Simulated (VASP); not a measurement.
Set up this calculation in VASP 6.6.1, as the native input.

- Task: relaxation of cell and atoms
- Functional: PBE
- Potentials or basis: VASP PAW PBE potentials, release 64 (Al, B, N)
- Cutoff: 600 eV
- k mesh: 4 × 4 × 4
- Occupations: gaussian, width 0.1 eV
- Spin: no spin polarisation
- Dipole correction: no
- Further INCAR settings: ALGO = Normal; EDIFF = 1e-06; IBRION = 2; EDIFFG = -0.04; NSW = 90; ISIF = 3

The structure of Al2B3N5 lies in POSCAR:

```
Al2B3N5
1.0
    4.2661378100      0.0000000000      0.0000000000
   -1.1837656100      4.3386986900      0.0000000000
   -0.7148409800     -1.3570701700      5.7169732400
Al B N
2 3 5
Direct
    0.2000291800      0.5999902700      0.2000291800
    0.4000291800      0.1999902700      0.4000291800
    0.6000291800      0.7999902700      0.6000291800
    0.8000291800      0.3999902700      0.8000291800
    0.0000291800      0.9999902700      0.0000291800
    0.9999908100      0.6666697300      0.9999908100
    0.1999908100      0.2666697300      0.1999908100
    0.3999908100      0.8666697300      0.3999908100
    0.5999908100      0.4666697300      0.5999908100
    0.7999908100      0.0666697300      0.7999908100
```

These files were run (other wordings do the same):

INCAR

```
PREC = Accurate ; ENCUT = 600
EDIFF = 1E-6 ; ISMEAR = 0
SIGMA = 0.1 ; LREAL = False
LASPH = True ; NELM = 100
ALGO = Normal ; ISIF = 3
LWAVE = False ; LCHARG = False
GGA = PE ; IBRION = 2
NSW = 90 ; EDIFFG = -0.04
```

KPOINTS

```
regular mesh
0
Gamma
  4 4 4
```

Potentials or basis: VASP PAW PBE potentials, release 64 (Al, B, N).

The run is started by

```console
$ cat potpaw_PBE.64/Al/POTCAR potpaw_PBE.64/B/POTCAR potpaw_PBE.64/N/POTCAR > POTCAR
$ mpirun -np 1 vasp_std > vasp.out
```

Results of the run:

```json
{
 "Relaxed volume": "11.83 Å³/atom",
 "Relaxed cell": "a = 4.343 Å, b = 4.653 Å, c = 6.194 Å, α = 101.47°, β = 92.18°, γ = 104.40°",
 "Space group after relaxing (to 0.1 Å)": "P1 (No. 1)",
 "Pressure after relaxing": "-0.1 GPa",
 "Largest force after relaxing": "0.039 eV/Å",
 "Band gap on the k mesh": "3.03 eV (least direct gap 3.18 eV)"
}
```

Run time: 25 min on 1 thread of Oxide Virtual Turin-like Processor (shared host), peak memory 0.27 GiB.
